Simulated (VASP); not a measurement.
A run of VASP 6.6.1 is set up as follows.

INCAR

```
PREC = Accurate
ENCUT = 520
EDIFF = 1E-6
ISMEAR = 0
SIGMA = 0.01
LREAL = False
LASPH = True
NELM = 80
ALGO = Normal
ISIF = 2
LWAVE = False
LCHARG = False
NBANDS = 29
```

The input KPOINTS:

```
Automatic mesh
0
Gamma
  10 10 10
```

File POSCAR:

```
Al2Ru
1.0
    0.0000000000      3.9898374997      4.3915250777
    2.3524746913      0.0000000000      4.3915250777
    2.3524746913      3.9898374997      0.0000000000
Al Ru
4 2
Direct
    0.0790610300      0.4209389700      0.0790610300
    0.4209389700      0.0790610300      0.4209389700
    0.1709389700      0.8290610300      0.1709389700
    0.8290610300      0.1709389700      0.8290610300
    0.7500000000      0.7500000000      0.7500000000
    0.5000000000      0.5000000000      0.5000000000
```

Potentials or basis: VASP PAW LDA potentials, release 64 (Al, Ru_pv).

The run is started by

```sh
$ cat potpaw_LDA.64/Al/POTCAR potpaw_LDA.64/Ru_pv/POTCAR > POTCAR
$ mpirun -np 1 vasp_std > vasp.out
```

Estimate the pressure.

-4.3 GPa.

Predict the largest force.

0.047 eV/Å.

Stress tensor (GPa, compression positive):
```
-4.44  0.00  0.00
 0.00 -3.78  0.00
 0.00  0.00 -4.73
```

Caveat: the cell stands under tension.
